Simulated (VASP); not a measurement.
# AlNi (Pm-3m) in VASP: notebook

AlNi is run at these levels: PBEsol+D3(BJ), revPBE+D4; tasks: relaxation of cell and atoms.

Program: VASP 6.6.1. These are calculated values, not measurements. Logs are shortened: lines on timing, memory, paths and dates and some standing lists are left out, and cuts for length are marked.

**1. The cell of the first run**

Symmetry: Pm-3m, No. 221, cubic system. Conventional cell: a = 2.881 Å, b = 2.881 Å, c = 2.881 Å, α = 90.00°, β = 90.00°, γ = 90.00°. Ni (site symmetry m-3m) has 8 Al at 2.50 Å and 6 Ni at 2.88 Å within 3.3 Å. Within 3.3 Å of Al (site symmetry m-3m) lie 8 Ni at 2.50 Å and 6 Al at 2.88 Å.

**2. Relaxation of cell and atoms, PBEsol+D3(BJ), collinear spin, ferromagnetic start**

Input file INCAR:

```
PREC = Accurate ; ENCUT = 600
EDIFF = 1E-7 ; ISMEAR = -1
SIGMA = 0.05 ; LREAL = False
LASPH = True ; NELM = 200
ALGO = Normal ; ISIF = 3
LWAVE = False ; LCHARG = False
ISPIN = 2 ; MAGMOM = 1 0
LORBIT = 11 ; LMAXMIX = 4
GGA = PS ; IVDW = 12
IBRION = 2 ; NSW = 60
EDIFFG = -0.01 ; GGA_COMPAT = False
NELMIN = 4
```

Input file KPOINTS:

```
Automatic mesh
0
Gamma
  9 9 9
```

Input file POSCAR:

```
AlNi
1.0
    2.8810000000      0.0000000000      0.0000000000
    0.0000000000      2.8810000000      0.0000000000
    0.0000000000      0.0000000000      2.8810000000
Ni Al
1 1
Direct
    0.5000000000      0.5000000000      0.5000000000
    0.0000000000      0.0000000000      0.0000000000
```

Potentials or basis: VASP PAW PBE potentials, release 64 (Ni, Al).

Launch:

```
cat potpaw_PBE.64/Ni/POTCAR potpaw_PBE.64/Al/POTCAR > POTCAR
mpirun -np 1 vasp_std > vasp.out
```

OUTCAR:

```text
PREC = Accurate
   ENCUT = 600
   EDIFF = 1E-7
   ISMEAR = -1
   LREAL = False
   LASPH = True
   NELM = 200
   ISIF = 3
   ISPIN = 2
   LORBIT = 11
   GGA = PS
   IVDW = 12
   IBRION = 2
   NSW = 60
   EDIFFG = -0.01
   NELMIN = 4
 IVDW          = 12

 ion  position               nearest neighbor table
   1  0.500  0.500  0.500-   2 2.50   2 2.50   2 2.50   2 2.50   2 2.50   2 2.50   2 2.50   2 2.50

   2  0.000  0.000  0.000-   1 2.50   1 2.50   1 2.50   1 2.50   1 2.50   1 2.50   1 2.50   1 2.50

  LATTYP: Found a simple cubic cell.
 ALAT       =     2.8810000000

  Lattice vectors:

 A1 = (   2.8810000000,   0.0000000000,   0.0000000000)
 A2 = (   0.0000000000,   2.8810000000,   0.0000000000)
 A3 = (   0.0000000000,   0.0000000000,   2.8810000000)

Analysis of symmetry for initial positions (statically):
=====================================================================
 Subroutine PRICEL returns:
 Original cell was already a primitive cell.

 Routine SETGRP: Setting up the symmetry group for a
 simple cubic supercell.

 Subroutine GETGRP returns: Found 48 space group operations
 (whereof 48 operations were pure point group operations)
 out of a pool of 48 trial point group operations.

The static configuration has the point symmetry O_h .

Analysis of symmetry for dynamics (positions and initial velocities):
=====================================================================
 Subroutine PRICEL returns:
 Original cell was already a primitive cell.

 Routine SETGRP: Setting up the symmetry group for a
 simple cubic supercell.

 Subroutine GETGRP returns: Found 48 space group operations
 (whereof 48 operations were pure point group operations)
 out of a pool of 48 trial point group operations.

The dynamic configuration has the point symmetry O_h .

Analysis of structural, dynamic, and magnetic symmetry:
=====================================================================
 Subroutine PRICEL returns:
 Original cell was already a primitive cell.

 Routine SETGRP: Setting up the symmetry group for a
 simple cubic supercell.

 Subroutine GETGRP returns: Found 48 space group operations
 (whereof 48 operations were pure point group operations)
 out of a pool of 48 trial point group operations.

The overall configuration has the point symmetry O_h .

 Subroutine INISYM returns: Found 48 space group operations
 (whereof 48 operations are pure point group operations),
 and found     1 'primitive' translations

----------------------------------------------------------------------------------------

                                     Primitive cell

  volume of cell :      23.9128

  direct lattice vectors                    reciprocal lattice vectors
     2.881000000  0.000000000  0.000000000     0.347101701  0.000000000  0.000000000
     0.000000000  2.881000000  0.000000000     0.000000000  0.347101701  0.000000000
     0.000000000  0.000000000  2.881000000     0.000000000  0.000000000  0.347101701

  length of vectors
     2.881000000  2.881000000  2.881000000     0.347101701  0.347101701  0.347101701

  position of ions in fractional coordinates (direct lattice)
     0.500000000  0.500000000  0.500000000
     0.000000000  0.000000000  0.000000000

  ion indices of the primitive-cell ions
   primitive index   ion index
                 1           1
                 2           2

----------------------------------------------------------------------------------------

 KPOINTS: Automatic mesh

Automatic generation of k-mesh.
 Grid dimensions read from file:
 generate k-points for:    9    9    9

 Generating k-lattice:

  Cartesian coordinates                     Fractional coordinates (reciprocal lattice)
     0.038566856  0.000000000  0.000000000     0.111111111  0.000000000  0.000000000
     0.000000000  0.038566856  0.000000000     0.000000000  0.111111111  0.000000000
     0.000000000  0.000000000  0.038566856     0.000000000  0.000000000  0.111111111

  Length of vectors
     0.038566856  0.038566856  0.038566856

  Shift w.r.t. Gamma in fractional coordinates (k-lattice)
     0.000000000  0.000000000  0.000000000

 Subroutine IBZKPT returns following result:
 ===========================================

 Found     35 irreducible k-points:

 Following reciprocal coordinates:
            Coordinates               Weight
  0.000000  0.000000  0.000000      1.000000
  0.111111  0.000000  0.000000      6.000000
  0.222222  0.000000  0.000000      6.000000
  0.333333  0.000000  0.000000      6.000000
  0.444444  0.000000  0.000000      6.000000
  0.111111  0.111111  0.000000     12.000000
[... 16 lines left out ...]
  0.333333  0.333333  0.111111     24.000000
  0.444444  0.333333  0.111111     48.000000
 [... further k-points ...]
   k-points           NKPTS =     35   k-points in BZ     NKDIM =     35   number of bands    NBANDS=     11
   number of dos      NEDOS =    301   number of ions     NIONS =      2
   total plane-waves  NPLWV =  13824
   dimension x,y,z NGX =    24 NGY =   24 NGZ =   24
   dimension x,y,z NGXF=    48 NGYF=   48 NGZF=   48
   ions per type =               1   1
   NGX,Y,Z   is equivalent  to a cutoff of  13.85, 13.85, 13.85 a.u.
   NGXF,Y,Z  is equivalent  to a cutoff of  27.70, 27.70, 27.70 a.u.
 SYSTEM =  unknown system
   PREC   = accura    normal or accurate (medium, high low for compatibility)
   ISTART =      0    job   : 0-new  1-cont  2-samecut
   ICHARG =      2    charge: 1-file 2-atom 10-const
   ISPIN  =      2    spin polarized calculation?
   LNONCOLLINEAR =      F non collinear calculations
   LSORBIT =      F    spin-orbit coupling
   LASPH  =      T    aspherical Exc in radial PAW
   ENCUT  =  600.0 eV  44.10 Ry    6.64 a.u.   5.75  5.75  5.75*2*pi/ulx,y,z
   NELM   =    200;   NELMIN=  4; NELMDL= -5     # of ELM steps
   EDIFF  = 0.1E-06   stopping-criterion for ELM
   LREAL  =      F    real-space projection
   EDIFFG = -.1E-01   stopping-criterion for IOM
   NSW    =     60    number of steps for IOM
   IBRION =      2    ionic relax: 0-MD 1-quasi-New 2-CG
   NFREE  =      1    steps in history (QN), initial steepest desc. (CG)
   ISIF   =      3    stress and relaxation
   ISYM   =      2    0-nonsym 1-usesym 2-fastsym
   POTIM  = 0.5000    time-step for ionic-motion
   TEBEG  =    0.0;   TEEND  =   0.0 temperature during run
   PSTRESS=    0.0 pullay stress
   NELECT =      13.0000    total number of electrons
   NUPDOWN=      -1.0000    fix difference up-down
   EMIN   =  10.00;   EMAX   =-10.00  energy-range for DOS
   EFERMI =   0.00;   METHOD = LEGACY
   ISMEAR =    -1;   SIGMA  =   0.05  broadening in eV -4-tet -1-fermi 0-gaus
   EFERMI_NEDOS =   21; number of points for ismear=-14 and -15
   IALGO  =     38    algorithm
   IMIX   =      4    mixing-type and parameters
     AMIX     =   0.40;   BMIX     =  1.00
     AMIX_MAG =   1.60;   BMIX_MAG =  1.00
  volume/ion in A,a.u.               =      11.96        80.69
  Fermi-wavevector in a.u.,A,eV,Ry     =   1.336122  2.524904 24.289410  1.785221
  Thomas-Fermi vector in A             =   2.464773
   LORBIT       =     11    0 simple, 1 ext, 2 COOP (PROOUT), +10 PAW based schemes
   GGA     = PS    functional components
   LHFCALC =     F    Hartree Fock is set to
   AEXX    =    0.0000 exact exchange contribution
   IVDW    =    12    specifies the selected vdW correction
   LEPSILON=     F    determine dielectric tensor
   LRPA    =     F    only Hartree local field effects (RPA)
 conjugate gradient relaxation of ions
 spin polarized calculation
  energy-cutoff  :      600.00
  volume of cell :       23.91
 maximum number of plane-waves:       812
 NGX is ok and might be reduce to    24
   NGX = 11   NGY = 11   NGZ = 11

--------------------------------------- Ionic step        1  -------------------------------------------

 number of electron      13.0000015 magnetization       0.0016800

 number of electron      13.0000015 magnetization      -0.0002331

 Free energy of the ion-electron system (eV)
  ---------------------------------------------------
  ext. energy  EPLUGINS =         0.00000000
  ---------------------------------------------------
  free energy    TOTEN  =       -11.58117840 eV

  energy without entropy =      -11.57460451  energy(sigma->0) =      -11.57789146

 E-fermi :   9.8978     XC(G=0): -12.1667

 val. band max:        9.8375055218   @ k =   0.3333   0.3333   0.0000
 cond. band min:       9.9450135835   @ k =   0.3333   0.1111   0.1111
 fundamental gap:      0.1075080616
 Fermi energy:         9.8977910615

 spin component 1

 k-point     1 :       0.0000    0.0000    0.0000
  band No.  band energies     occupation
      1      -1.2339      1.00000
      2       6.6487      1.00000
      3       6.6487      1.00000
      4       8.3419      1.00000
      5       8.3419      1.00000
      6       8.3419      1.00000
      7      15.3933      0.00000
      8      15.3933      0.00000
      9      15.3933      0.00000
     10      18.0394      0.00000
     11      18.0394      0.00000
[... 743 lines left out ...]
--------------------------------------- Ionic step        3  -------------------------------------------

 number of electron      12.9999994 magnetization       0.0000001

 number of electron      12.9999994 magnetization      -0.0000002

 Free energy of the ion-electron system (eV)
  ---------------------------------------------------
  ext. energy  EPLUGINS =         0.00000000
  ---------------------------------------------------
  free energy    TOTEN  =       -11.57232519 eV

  energy without entropy =      -11.56625768  energy(sigma->0) =      -11.56929143

 E-fermi :  10.6189     XC(G=0): -12.4221

 val. band max:       10.5543116675   @ k =   0.3333   0.1111   0.0000
 cond. band min:      10.6754775353   @ k =   0.3333   0.1111   0.1111
 fundamental gap:      0.1211658677
 Fermi energy:        10.6188916876

 spin component 1

 k-point     1 :       0.0000    0.0000    0.0000
  band No.  band energies     occupation
      1      -0.9181      1.00000
      2       7.0932      1.00000
      3       7.0932      1.00000
      4       8.9354      1.00000
      5       8.9354      1.00000
      6       8.9354      1.00000
      7      16.3218      0.00000
      8      16.3218      0.00000
      9      16.3218      0.00000
     10      18.9133      0.00000
     11      18.9133      0.00000
[... 695 lines left out ...]
  FREE ENERGIE OF THE ION-ELECTRON SYSTEM (eV)
  ---------------------------------------------------
  free  energy   TOTEN  =       -12.4318707619 eV

  energy  without entropy=      -12.4258032524  energy(sigma->0) =      -12.42883701

 reached required accuracy - stopping structural energy minimisation

 total charge

# of ion       s       p       d       tot
------------------------------------------
    1        0.502   0.569   8.501   9.572
    2        0.388   0.436   0.000   0.824
--------------------------------------------------
tot          0.890   1.005   8.501  10.396

 magnetization (x)

# of ion       s       p       d       tot
------------------------------------------
    1       -0.000   0.000   0.000   0.000
    2       -0.000   0.000   0.000   0.000
--------------------------------------------------
tot         -0.000   0.000   0.000   0.000
```

Wall time 67 s (1 thread of Intel Xeon 8259CL, shared host); peak memory 0.17 GiB.

What came out:

| Item | Value |
| --- | --- |
| Free energy | -12.4319 eV |
| Relaxed volume | 11.35 Å³/atom |
| Relaxed cell | a = 2.831 Å, b = 2.831 Å, c = 2.831 Å, α = 90.00°, β = 90.00°, γ = 90.00° |
| Space group after relaxing (to 0.05 Å) | Pm-3m (No. 221) |
| Energy gained by relaxing | 17.4 meV/atom |
| Ionic steps | 3 |
| Pressure after relaxing | 0.0 GPa |
| Net moment | 0.00 μB per cell |
| Valence electrons inside the program's atomic spheres | Ni 9.57; Al 0.82 |
| Dispersion energy per atom | -0.430 eV |

Step by step:
| step | energy change (eV) | largest force (eV/Å) | pressure (GPa) | volume (Å³) |
| --- | --- | --- | --- | --- |
| 1 | 0.0000 | 0.0000 | -8.70 | 23.91 |
| 2 | -0.0096 | 0.0000 | 8.76 | 21.74 |
| 3 | -0.0349 | 0.0000 | -0.04 | 22.70 |

Final structure:
```cif
data_structure
_symmetry_space_group_name_H-M 'P 1'
_symmetry_Int_Tables_number 1
_cell_length_a 2.8314
_cell_length_b 2.8314
_cell_length_c 2.8314
_cell_angle_alpha 90.000
_cell_angle_beta 90.000
_cell_angle_gamma 90.000
_cell_volume 22.70
loop_
_atom_site_label
_atom_site_type_symbol
_atom_site_fract_x
_atom_site_fract_y
_atom_site_fract_z
_atom_site_occupancy
Ni1 Ni 0.50000 0.50000 0.50000 1
Al1 Al 0.00000 0.00000 0.00000 1
```

Caveat: the PAW data sets were made with another functional, which shifts forces and pressure a little; pairwise dispersion overbinds metals, which lowers pressure and volume.

**3. Relaxation of cell and atoms, revPBE+D4, collinear spin, ferromagnetic start**

Input file INCAR:

```
SYSTEM = AlNi
  ALGO = Normal
  EDIFF = 1E-7
  EDIFFG = -0.01
  ENCUT = 600
  GGA = RE
  GGA_COMPAT = .False.
  IBRION = 2
  ISIF = 3
  ISMEAR = -1
  ISPIN = 2
  IVDW = 13
  LASPH = .True.
  LCHARG = .False.
  LMAXMIX = 4
  LORBIT = 11
  LREAL = .False.
  LWAVE = .False.
  MAGMOM = 1 0
  NELM = 200
  NELMIN = 4
  NSW = 60
  PREC = Accurate
  SIGMA = 0.05
```

Input file KPOINTS:

```
k-points
0
Gamma
  9 9 9
  0 0 0
```

POSCAR is that of step 2.

Potentials or basis: VASP PAW PBE potentials, release 64 (Ni, Al).

Launch:

```
cat potpaw_PBE.64/Ni/POTCAR potpaw_PBE.64/Al/POTCAR > POTCAR
mpirun -np 1 vasp_std > vasp.out
```

Wall time 78 s (1 thread of Intel Xeon 8259CL, shared host); peak memory 0.16 GiB.

The run converged. Its results:

```
Free energy                                           : -11.4033 eV
Relaxed volume                                        : 11.59 Å³/atom
Relaxed cell                                          : a = 2.851 Å, b = 2.851 Å, c = 2.851 Å, α = 90.00°, β = 90.00°, γ = 90.00°
Space group after relaxing (to 0.05 Å)                : Pm-3m (No. 221)
Energy gained by relaxing                             : 5.8 meV/atom
Ionic steps                                           : 3
Pressure after relaxing                               : 0.0 GPa
Net moment                                            : 0.00 μB per cell
Valence electrons inside the program's atomic spheres : Ni 9.51; Al 0.82
Dispersion energy per atom                            : -0.768 eV
```

Step by step:
| step | energy change (eV) | largest force (eV/Å) | pressure (GPa) | volume (Å³) |
| --- | --- | --- | --- | --- |
| 1 | 0.0000 | 0.0000 | -4.98 | 23.91 |
| 2 | -0.0047 | 0.0000 | 4.29 | 22.65 |
| 3 | -0.0117 | 0.0000 | 0.01 | 23.19 |

Final structure:
```
Ni Al
1.0
     2.85150    0.00000    0.00000
     0.00000    2.85150    0.00000
     0.00000    0.00000    2.85150
Ni Al
1 1
Direct
  0.50000 0.50000 0.50000
  0.00000 0.00000 0.00000
```

Levels at points of the mesh, in eV from the Fermi level:
Spin up:
```csv
k point,band 4,band 5,band 6,band 7,band 8,band 9
"(0.00, 0.00, 0.00)",-1.63,-1.63,-1.63,5.64,5.64,5.64
```
Spin down:
```
           k point  band 4  band 5  band 6  band 7  band 8  band 9
(0.00, 0.00, 0.00)   -1.63   -1.63   -1.63    5.64    5.64    5.64
```

Caveat: the PAW data sets were made with another functional, which shifts forces and pressure a little; pairwise dispersion overbinds metals, which lowers pressure and volume.
